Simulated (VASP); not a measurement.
A run of VASP 6.6.1 is set up as follows.

File INCAR:

```
SYSTEM = ZnAg2S2
PREC = Accurate
ENCUT = 600
EDIFF = 1E-6
ISMEAR = 0
SIGMA = 0.1
LREAL = .False.
LASPH = .True.
NELM = 100
ALGO = Normal
ISIF = 3
LWAVE = .False.
LCHARG = .False.
GGA = PE
IBRION = 2
NSW = 100
EDIFFG = -0.01
```

The input KPOINTS:

```
Automatic mesh
0
Gamma
  12 12 8
  0 0 0
```

POSCAR

```
ZnAg2S2
1.0
    4.4627713613      0.0000000000      0.0000000000
   -2.2313856807      3.8648733702      0.0000000000
    0.0000000000      0.0000000000      5.5836124474
Zn Ag S
1 2 2
Direct
    0.6666666667      0.3333333333      0.0000000000
    0.6666666667      0.3333333333      0.5000000000
    0.0000000000      0.0000000000      0.0000000000
    0.3333333333      0.6666666667      0.7437419079
    0.3333333333      0.6666666667      0.2562580921
```

Potentials or basis: VASP PAW PBE potentials, release 64 (Zn, Ag, S).

Run with:

```console
$ cat potpaw_PBE.64/Zn/POTCAR potpaw_PBE.64/Ag/POTCAR potpaw_PBE.64/S/POTCAR > POTCAR
$ mpirun -np 1 vasp_std > vasp.out
```

(1) Predict the space group after relaxing (to 0.1 Å).

(2) Estimate the band gap on the k mesh.

(3) Predict the relaxed cell.

## Answers

(1) P-6m2 (No. 187).

(2) zero (bands 23 and 24 overlap by 2.09 eV).

(3) a = 4.472 Å, b = 4.472 Å, c = 5.568 Å, α = 90.00°, β = 90.00°, γ = 120.00°.
